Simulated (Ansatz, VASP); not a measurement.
SiO2: VASP beside Ansatz

```
Si O
1.0
     1.76325   -1.76119   -4.26203
     1.76261   -1.76554    4.26361
    -3.52585   -3.52671    0.00212
Si O
4 8
Direct
  0.00003 0.00010 0.00010
  0.50019 0.50016 0.50011
  0.49980 0.99981 0.74991
  0.99999 0.49990 0.24988
  0.20750 0.79215 0.99985
  0.70772 0.29232 0.50009
  0.29220 0.20765 0.74989
  0.79253 0.70784 0.25018
  0.70763 0.79230 0.75022
  0.20793 0.29254 0.24987
  0.29241 0.70767 0.49981
  0.79206 0.20755 0.00008
```

Change from the starting cell: cell x2, atoms moved at random (sigma 0.15 Å) and cell strained at random (1.5 %), then relaxed without symmetry.

Alike in both runs: functional PBE; k mesh 4 × 4 × 4; occupations gaussian, width 0.1 eV; no spin polarisation.

Ansatz relaxed the structure, and its values are those at the end. VASP's run is a single point on that final structure, the one shown.

```csv
,VASP,Ansatz
version,VASP 6.6.1,Ansatz 0.2.0
potentials or method,"VASP PAW PBE potentials, release 64 (Si, O), cutoff 520 eV","scalar-relativistic, plane waves, PAW"
valence electrons in the cell,64,64
```

Ansatz gave:

- gap on the k mesh at the Fermi level (eV): 5.82
- least direct gap on the mesh (eV): 5.89
- pressure (GPa): 0.0
- rms of the force components (eV/Å): 0.008

Task: Estimate VASP's values.

Result: gap on the k mesh at the Fermi level (eV): 5.81; least direct gap on the mesh (eV): 5.88; pressure (GPa): 0.1; rms of the force components (eV/Å): 0.011.

With one functional, cell and mesh, what is left measures potentials, basis and numerics.
